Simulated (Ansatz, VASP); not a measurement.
Two plane-wave programs on Ge2Sb2Te5

Contents of INCAR:

```
SYSTEM = Ge2Sb2Te5
PREC     = Accurate       ! precision mode
ENCUT    = 520            ! plane-wave cutoff, eV
EDIFF    = 1E-6           ! SCF threshold, eV
ISMEAR   = 0              ! smearing method
SIGMA    = 0.1            ! smearing width, eV
LREAL    = .False.        ! projectors in reciprocal space
LASPH    = .True.         ! aspherical terms in the spheres
NELM     = 80             ! most SCF steps
ALGO     = Normal         ! electronic algorithm
ISIF     = 2              ! what is computed and relaxed
LWAVE    = .False.        ! write WAVECAR
LCHARG   = .False.        ! write CHGCAR
GGA      = PE             ! functional
NBANDS   = 44             ! bands
```

The input KPOINTS:

```
Automatic mesh
0
Gamma
  6 6 1
  0 0 0
```

File POSCAR:

```
Ge2Sb2Te5
1.0
    4.2940644248      0.0000000000      0.0000000000
   -2.1470322124      3.7187688774      0.0000000000
    0.0000000000      0.0000000000     17.1013460000
Ge Sb Te
2 2 5
Direct
    0.3333333300      0.6666666700      0.8971050000
    0.6666666700      0.3333333300      0.1028950000
    0.0000000000      0.0000000000      0.6799320000
    0.0000000000      0.0000000000      0.3200680000
    0.0000000000      0.0000000000      0.0000000000
    0.6666666700      0.3333333300      0.7984580000
    0.3333333300      0.6666666700      0.2015420000
    0.3333333300      0.6666666700      0.5801080000
    0.6666666700      0.3333333300      0.4198920000
```

Input for Ansatz:

```yaml
crystal:
  lattice:
    - [4.2940644248, 0.0, 0.0]
    - [-2.1470322124, 3.7187688774, 0.0]
    - [0.0, 0.0, 17.101346]
  atoms:
    - { symbol: Ge, position: [0.33333333, 0.66666667, 0.897105] }
    - { symbol: Ge, position: [0.66666667, 0.33333333, 0.102895] }
    - { symbol: Sb, position: [0.0, 0.0, 0.679932] }
    - { symbol: Sb, position: [0.0, 0.0, 0.320068] }
    - { symbol: Te, position: [0.0, 0.0, 0.0] }
    - { symbol: Te, position: [0.66666667, 0.33333333, 0.798458] }
    - { symbol: Te, position: [0.33333333, 0.66666667, 0.201542] }
    - { symbol: Te, position: [0.33333333, 0.66666667, 0.580108] }
    - { symbol: Te, position: [0.66666667, 0.33333333, 0.419892] }
basis:
  ecutwfc: 420
kpoints:
  mp_grid: { grid: [6, 6, 1] }
hamiltonian:
  xc: pbe
scf:
  occupations: { method: gaussian, width: 0.1 }
output:
  forces: true
  stress: true
  eigenvalues: true
```

Alike in both runs: task single point; functional PBE; k mesh 6 × 6 × 1; occupations gaussian, width 0.1 eV; no spin polarisation.

|  | VASP | Ansatz |
| --- | --- | --- |
| version | VASP 6.6.1 | Ansatz 0.2.0 |
| potentials or method | VASP PAW PBE potentials, release 64 (Ge_d, Sb, Te), cutoff 520 eV | scalar-relativistic, plane waves, PAW |
| valence electrons in the cell | 68 | 138 |

```csv
,VASP,Ansatz,Ansatz less VASP
gap on the k mesh at the Fermi level (eV),0.27,0.28,+0.008
least direct gap on the mesh (eV),0.27,0.28,+0.008
pressure (GPa),0.2,0.2,+0.01
rms of the force components (eV/Å),0.033,0.034,+0.0006
```

Atom by atom the forces differ by 0.008 eV/Å (rms over components). With one functional, cell and mesh, what is left measures potentials, basis and numerics. VASP's potentials hold 68 valence electrons a cell and Ansatz's 138, so a difference there can come from the potentials and not from the codes.

Neither program's run includes spin-orbit coupling.
